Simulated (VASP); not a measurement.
# Ga4SbAs3 (P-4m2) in VASP: single point with PBE

Aim: the single point of Ga4SbAs3 with PBE.

All numbers are computed with VASP 6.6.1; they aren't measurements. Logs are shortened: lines on timing, memory, paths and dates and some standing lists are left out, and cuts for length are marked.

**1. The cell of the first run**

It takes space group P-4m2 (No. 115, tetragonal). Conventional cell: a = 4.148 Å, b = 4.148 Å, c = 11.729 Å, α = 90.00°, β = 90.00°, γ = 90.00°. Ga (site symmetry 2mm) has 2 As at 2.51 Å and 2 Sb at 2.63 Å within 3.3 Å. Within 3.3 Å of Ga (site symmetry 2mm) lie 4 As at 2.51 Å. Sb (site symmetry -4m2) has 4 Ga at 2.63 Å within 3.5 Å. As (site symmetry 2mm) has 4 Ga at 2.51 Å within 3.3 Å. Within 3.3 Å of As (site symmetry -4m2) lie 4 Ga at 2.51 Å.

**2. Single point, PBE**

INCAR

```
PREC     = Accurate       # precision mode
ENCUT    = 520            # plane-wave cutoff, eV
EDIFF    = 1E-6           # SCF threshold, eV
ISMEAR   = 0              # smearing method
SIGMA    = 0.1            # smearing width, eV
LREAL    = F              # projectors in reciprocal space
LASPH    = T              # aspherical terms in the spheres
NELM     = 100            # most SCF steps
ALGO     = Normal         # electronic algorithm
ISIF     = 2              # what is computed and relaxed
LWAVE    = F              # write WAVECAR
LCHARG   = T              # write CHGCAR
GGA      = PE             # functional
LELF     = T              # ELF
LVHAR    = T            
NBANDS   = 46             # bands
```

KPOINTS

```
regular mesh
0
Gamma
  10 10 4
```

POSCAR

```
Ga4SbAs3
1.0
    4.1484387831      0.0000000000      0.0000000000
    0.0000000000      4.1484387831      0.0000000000
    0.0000000000      0.0000000000     11.7292886457
Ga Sb As
4 1 3
Direct
    0.5000000000      0.0000000000      0.6385308367
    0.0000000000      0.5000000000      0.8796445808
    0.5000000000      0.0000000000      0.1203554192
    0.0000000000      0.5000000000      0.3614691633
    0.5000000000      0.5000000000      0.5000000000
    0.0000000000      0.0000000000      0.7590350813
    0.5000000000      0.5000000000      0.0000000000
    0.0000000000      0.0000000000      0.2409649187
```

Potentials or basis: VASP PAW PBE potentials, release 64 (Ga_d, Sb, As).

Run with:

```sh
$ cat potpaw_PBE.64/Ga_d/POTCAR potpaw_PBE.64/Sb/POTCAR potpaw_PBE.64/As/POTCAR > POTCAR
$ mpirun -np 1 vasp_std > vasp.out
```

OUTCAR:

```text
PREC = Accurate
   ENCUT = 520
   EDIFF = 1E-6
   ISMEAR = 0
   LREAL = F
   LASPH = T
   NELM = 100
   ISIF = 2
   GGA = PE

 ion  position               nearest neighbor table
   1  0.500  0.000  0.639-   6 2.51   6 2.51   5 2.63   5 2.63
   2  0.000  0.500  0.880-   7 2.51   7 2.51   6 2.51   6 2.51
   3  0.500  0.000  0.120-   7 2.51   7 2.51   8 2.51   8 2.51
   4  0.000  0.500  0.361-   8 2.51   8 2.51   5 2.63   5 2.63
   5  0.500  0.500  0.500-   1 2.63   4 2.63   1 2.63   4 2.63
   6  0.000  0.000  0.759-   1 2.51   1 2.51   2 2.51   2 2.51
   7  0.500  0.500  0.000-   2 2.51   3 2.51   3 2.51   2 2.51
   8  0.000  0.000  0.241-   4 2.51   4 2.51   3 2.51   3 2.51

  LATTYP: Found a simple tetragonal cell.
 ALAT       =     4.1484387831
 C/A-ratio  =     2.8273982717

  Lattice vectors:

 A1 = (   4.1484387831,   0.0000000000,   0.0000000000)
 A2 = (   0.0000000000,   4.1484387831,   0.0000000000)
 A3 = (   0.0000000000,   0.0000000000,  11.7292886457)

Analysis of symmetry for initial positions (statically):
=====================================================================
 Subroutine PRICEL returns:
 Original cell was already a primitive cell.

 Routine SETGRP: Setting up the symmetry group for a
 simple tetragonal supercell.

 Subroutine GETGRP returns: Found  8 space group operations
 (whereof  8 operations were pure point group operations)
 out of a pool of 16 trial point group operations.

The static configuration has the point symmetry D_2d.

Analysis of symmetry for dynamics (positions and initial velocities):
=====================================================================
 Subroutine PRICEL returns:
 Original cell was already a primitive cell.

 Routine SETGRP: Setting up the symmetry group for a
 simple tetragonal supercell.

 Subroutine GETGRP returns: Found  8 space group operations
 (whereof  8 operations were pure point group operations)
 out of a pool of 16 trial point group operations.

The dynamic configuration has the point symmetry D_2d.

 Subroutine INISYM returns: Found  8 space group operations
 (whereof  8 operations are pure point group operations),
 and found     1 'primitive' translations

----------------------------------------------------------------------------------------

                                     Primitive cell

  volume of cell :     201.8557

  direct lattice vectors                    reciprocal lattice vectors
     4.148438783  0.000000000  0.000000000     0.241054539  0.000000000  0.000000000
     0.000000000  4.148438783  0.000000000     0.000000000  0.241054539  0.000000000
     0.000000000  0.000000000 11.729288646     0.000000000  0.000000000  0.085256662

  length of vectors
     4.148438783  4.148438783 11.729288646     0.241054539  0.241054539  0.085256662

  position of ions in fractional coordinates (direct lattice)
     0.500000000  0.000000000  0.638530837
     0.000000000  0.500000000  0.879644581
     0.500000000  0.000000000  0.120355419
     0.000000000  0.500000000  0.361469163
     0.500000000  0.500000000  0.500000000
     0.000000000  0.000000000  0.759035081
     0.500000000  0.500000000  0.000000000
     0.000000000  0.000000000  0.240964919

  ion indices of the primitive-cell ions
   primitive index   ion index
                 1           1
                 2           2
                 3           3
                 4           4
                 5           5
                 6           6
                 7           7
                 8           8

----------------------------------------------------------------------------------------

 KPOINTS: regular mesh

Automatic generation of k-mesh.
 Grid dimensions read from file:
 generate k-points for:   10   10    4

 Generating k-lattice:

  Cartesian coordinates                     Fractional coordinates (reciprocal lattice)
     0.024105454  0.000000000  0.000000000     0.100000000  0.000000000  0.000000000
     0.000000000  0.024105454  0.000000000     0.000000000  0.100000000  0.000000000
     0.000000000  0.000000000  0.021314166     0.000000000  0.000000000  0.250000000

  Length of vectors
     0.024105454  0.024105454  0.021314166

  Shift w.r.t. Gamma in fractional coordinates (k-lattice)
     0.000000000  0.000000000  0.000000000

 Subroutine IBZKPT returns following result:
 ===========================================

 Found     63 irreducible k-points:

 Following reciprocal coordinates:
            Coordinates               Weight
  0.000000  0.000000  0.000000      1.000000
  0.100000  0.000000  0.000000      4.000000
  0.200000  0.000000  0.000000      4.000000
  0.300000  0.000000  0.000000      4.000000
  0.400000  0.000000  0.000000      4.000000
  0.500000  0.000000  0.000000      2.000000
[... 16 lines left out ...]
  0.100000  0.000000  0.250000      8.000000
  0.200000  0.000000  0.250000      8.000000
 [... further k-points ...]
   k-points           NKPTS =     63   k-points in BZ     NKDIM =     63   number of bands    NBANDS=     46
   number of dos      NEDOS =    301   number of ions     NIONS =      8
   total plane-waves  NPLWV =  92160
   dimension x,y,z NGX =    32 NGY =   32 NGZ =   90
   dimension x,y,z NGXF=    64 NGYF=   64 NGZF=  180
   ions per type =               4   1   3
   NGX,Y,Z   is equivalent  to a cutoff of  12.82, 12.82, 12.76 a.u.
   NGXF,Y,Z  is equivalent  to a cutoff of  25.65, 25.65, 25.51 a.u.
 SYSTEM =  unknown system
   PREC   = accura    normal or accurate (medium, high low for compatibility)
   ISTART =      0    job   : 0-new  1-cont  2-samecut
   ICHARG =      2    charge: 1-file 2-atom 10-const
   ISPIN  =      1    spin polarized calculation?
   LNONCOLLINEAR =      F non collinear calculations
   LSORBIT =      F    spin-orbit coupling
   LASPH  =      T    aspherical Exc in radial PAW
   ENCUT  =  520.0 eV  38.22 Ry    6.18 a.u.   7.71  7.71 21.81*2*pi/ulx,y,z
   NELM   =    100;   NELMIN=  2; NELMDL= -5     # of ELM steps
   EDIFF  = 0.1E-05   stopping-criterion for ELM
   LREAL  =      F    real-space projection
   EDIFFG = 0.1E-04   stopping-criterion for IOM
   NSW    =      0    number of steps for IOM
   IBRION =     -1    ionic relax: 0-MD 1-quasi-New 2-CG
   NFREE  =      0    steps in history (QN), initial steepest desc. (CG)
   ISIF   =      2    stress and relaxation
   ISYM   =      2    0-nonsym 1-usesym 2-fastsym
   POTIM  = 0.5000    time-step for ionic-motion
   TEBEG  =    0.0;   TEEND  =   0.0 temperature during run
   PSTRESS=    0.0 pullay stress
   NELECT =      72.0000    total number of electrons
   NUPDOWN=      -1.0000    fix difference up-down
   EMIN   =  10.00;   EMAX   =-10.00  energy-range for DOS
   EFERMI =   0.00;   METHOD = LEGACY
   ISMEAR =     0;   SIGMA  =   0.10  broadening in eV -4-tet -1-fermi 0-gaus
   EFERMI_NEDOS =   21; number of points for ismear=-14 and -15
   IALGO  =     38    algorithm
   IMIX   =      4    mixing-type and parameters
     AMIX     =   0.40;   BMIX     =  1.00
     AMIX_MAG =   1.60;   BMIX_MAG =  1.00
  volume/ion in A,a.u.               =      25.23       170.27
  Fermi-wavevector in a.u.,A,eV,Ry     =   1.161017  2.194004 18.340121  1.347961
  Thomas-Fermi vector in A             =   2.297594
   LORBIT       =      0    0 simple, 1 ext, 2 COOP (PROOUT), +10 PAW based schemes
   GGA     = PE    functional components
   LHFCALC =     F    Hartree Fock is set to
   AEXX    =    0.0000 exact exchange contribution
   IVDW    =     0    specifies the selected vdW correction
   LEPSILON=     F    determine dielectric tensor
   LRPA    =     F    only Hartree local field effects (RPA)
 non-spin polarized calculation
 Gauss-broadening in eV      SIGMA  =   0.10
  energy-cutoff  :      520.00
  volume of cell :      201.86
 maximum number of plane-waves:      5480
 NGX is ok and might be reduce to    32
   NGX = 15   NGY = 15   NGZ = 43

 number of electron      71.9999965 magnetization

 Free energy of the ion-electron system (eV)
  ---------------------------------------------------
  ext. energy  EPLUGINS =         0.00000000
  ---------------------------------------------------
  free energy    TOTEN  =       -32.03150923 eV

  energy without entropy =      -32.03095919  energy(sigma->0) =      -32.03123421

 E-fermi :   3.9238     XC(G=0):  -9.2449

 val. band max:        3.8722176187   @ k =   0.0000   0.0000   0.0000
 cond. band min:       4.2515809586   @ k =   0.5000   0.0000   0.0000
 fundamental gap:      0.3793633400
 Fermi energy:         3.9238485346

 k-point     1 :       0.0000    0.0000    0.0000
  band No.  band energies     occupation
      1     -11.1320      2.00000
      2     -11.0906      2.00000
      3     -11.0582      2.00000
      4     -11.0582      2.00000
      5     -11.0389      2.00000
      6     -11.0389      2.00000
[... 38 lines left out ...]
     45       7.2383      0.00000
     46       7.3003      0.00000

 k-point     2 :       0.1000    0.0000    0.0000
  band No.  band energies     occupation
      1     -11.1307      2.00000
      2     -11.0907      2.00000
      3     -11.0628      2.00000
      4     -11.0576      2.00000
      5     -11.0404      2.00000
      6     -11.0394      2.00000
[... 38 lines left out ...]
     45       7.3325      0.00000
     46       7.6475      0.00000

 k-point     3 :       0.2000    0.0000    0.0000
  band No.  band energies     occupation
      1     -11.1275      2.00000
      2     -11.0923      2.00000
      3     -11.0726      2.00000
      4     -11.0561      2.00000
      5     -11.0431      2.00000
      6     -11.0407      2.00000
[... 1018 lines left out ...]
     45       7.5311      0.00000
     46       7.6000      0.00000

 k-point    24 :       0.2000    0.0000    0.2500
  band No.  band energies     occupation
      1     -11.1274      2.00000
      2     -11.0927      2.00000
      3     -11.0724      2.00000
      4     -11.0560      2.00000
      5     -11.0431      2.00000
      6     -11.0407      2.00000
[... 38 lines left out ...]
     45       7.9218      0.00000
     46       8.4035      0.00000

 [... further k-points ...]

------------------------ aborting loop because EDIFF is reached ----------------------------------------

  FORCE on cell =-STRESS in cart. coord.  units (eV):
  Direction    XX          YY          ZZ          XY          YZ          ZX
  --------------------------------------------------------------------------------------
  -------------------------------------------------------------------------------------
  Total        0.1427447      0.1427447      0.1453119      0.0000000      0.0000000      0.0000000
  in kB        1.1329994      1.1329994      1.1533755      0.0000000      0.0000000      0.0000000
  external PRESSURE =       1.1397914 kB  Pullay stress =       0.0000000 kB

 VOLUME and BASIS-vectors are now :
 -----------------------------------------------------------------------------
  energy-cutoff  :      520.00
  volume of cell :      201.86
      direct lattice vectors                 reciprocal lattice vectors
     4.148438783  0.000000000  0.000000000     0.241054539  0.000000000  0.000000000
     0.000000000  4.148438783  0.000000000     0.000000000  0.241054539  0.000000000
     0.000000000  0.000000000 11.729288646     0.000000000  0.000000000  0.085256662

 POSITION                                       TOTAL-FORCE (eV/Angst)
 -----------------------------------------------------------------------------------
      2.07422      0.00000      7.48951         0.000000      0.000000     -0.007637
      0.00000      2.07422     10.31761         0.000000     -0.000000      0.001595
      2.07422      0.00000      1.41168        -0.000000      0.000000     -0.001595
      0.00000      2.07422      4.23978        -0.000000      0.000000      0.007637
      2.07422      2.07422      5.86464        -0.000000     -0.000000      0.000000
      0.00000      0.00000      8.90294        -0.000000      0.000000     -0.000415
      2.07422      2.07422      0.00000        -0.000000      0.000000      0.000000
      0.00000      0.00000      2.82635        -0.000000      0.000000      0.000415
 -----------------------------------------------------------------------------------
    total drift:                                0.000000      0.000000      0.000000

  FREE ENERGIE OF THE ION-ELECTRON SYSTEM (eV)
  ---------------------------------------------------
  free  energy   TOTEN  =       -32.0315092286 eV

  energy  without entropy=      -32.0309591922  energy(sigma->0) =      -32.03123421
```

Run time: 3.9 min. Hardware: 1 thread of Intel Xeon 6975P-C (Granite Rapids), shared host; peak memory 0.63 GiB.

What came out:

| Quantity | Value |
| --- | --- |
| Free energy | -32.0315 eV |
| Pressure | 0.1 GPa |
| Largest force | 0.008 eV/Å |
| Band gap on the k mesh | zero (filled and empty bands touch) |

Forces in eV/Å, atoms in the order of the input:
```
Ga   0.000  0.000 -0.008
Ga   0.000  0.000  0.002
Ga   0.000  0.000 -0.002
Ga   0.000  0.000  0.008
Sb   0.000  0.000  0.000
As   0.000  0.000  0.000
As   0.000  0.000  0.000
As   0.000  0.000  0.000
```

Caveat: semilocal functionals underestimate gaps, so a narrow gap can read as zero; spin-orbit coupling is left out, which moves the levels of the heavy elements.
